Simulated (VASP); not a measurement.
Set up this calculation in VASP 6.6.1, as the native input.

* Task: relaxation of cell and atoms
* Functional: r2SCAN
* Potentials or basis: VASP PAW PBE potentials, release 64 (Ti_sv)
* Cutoff: 600 eV
* k mesh: 10 × 10 × 5
* Occupations: methfessel-paxton, width 0.1 eV
* Spin: no spin polarisation
* Dipole correction: no
* Further INCAR settings: ALGO = Normal; EDIFF = 1e-06; IBRION = 2; EDIFFG = -0.02; NSW = 60; ISIF = 3

The system is Ti.

```
Ti
1.0
     2.95000    0.00000    0.00000
    -1.47500    2.55477    0.00000
     0.00000    0.00000    4.68000
Ti
2
Direct
  0.33333 0.66667 0.25000
  0.66667 0.33333 0.75000
```

These files were run (other wordings do the same):

POSCAR

```
Ti
1.0
    2.9500000000      0.0000000000      0.0000000000
   -1.4750000000      2.5547700000      0.0000000000
    0.0000000000      0.0000000000      4.6800000000
Ti
2
Direct
    0.3333333333      0.6666666667      0.2500000000
    0.6666666667      0.3333333333      0.7500000000
```

INCAR.step1

```
SYSTEM = Ti
ALGO = Normal ; EDIFF = 1E-4
ENCUT = 600 ; GGA = PE
ISMEAR = 1 ; LASPH = .TRUE.
LCHARG = .FALSE. ; LREAL = .FALSE.
LWAVE = .TRUE. ; NELM = 100
PREC = Accurate ; SIGMA = 0.1
```

INCAR.step2

```
SYSTEM = Ti
ALGO = Normal ; EDIFF = 1E-6
EDIFFG = -0.02 ; ENCUT = 600
IBRION = 2 ; ISIF = 3
ISMEAR = 1 ; ISTART = 1
LASPH = .TRUE. ; LCHARG = .FALSE.
LMIXTAU = .TRUE. ; LREAL = .FALSE.
LWAVE = .FALSE. ; METAGGA = R2SCAN
NELM = 100 ; NSW = 60
PREC = Accurate ; SIGMA = 0.1
```

KPOINTS

```
k-points
0
G
  10 10 5
  0 0 0
```

Potentials or basis: VASP PAW PBE potentials, release 64 (Ti_sv).

Command:

```sh
$ cat potpaw_PBE.64/Ti_sv/POTCAR > POTCAR
$ cp INCAR.step1 INCAR
$ mpirun -np 1 vasp_std > vasp.out
$ cp INCAR.step2 INCAR
$ mpirun -np 1 vasp_std > vasp.out
```

It gave:

```yaml
Relaxed_volume: 17.33 Å³/atom
Relaxed_cell: a = 2.940 Å, b = 2.940 Å, c = 4.629 Å, α = 90.00°, β = 90.00°, γ = 120.00°
Space_group_after_relaxing_to_0.1_Å: P6_3/mmc (No. 194)
Energy_gained_by_relaxing: 2.4 meV/atom
Ionic_steps: 4
Pressure_after_relaxing: 0.0 GPa
Band_gap_on_the_k_mesh: zero (bands 12 and 13 overlap by 1.21 eV)
```

Caveat: the PAW data sets were made with another functional, which shifts forces and pressure a little.

Run time: 10 min on 1 thread of Intel Xeon 8259CL, on a shared host, peak memory 0.19 GiB.
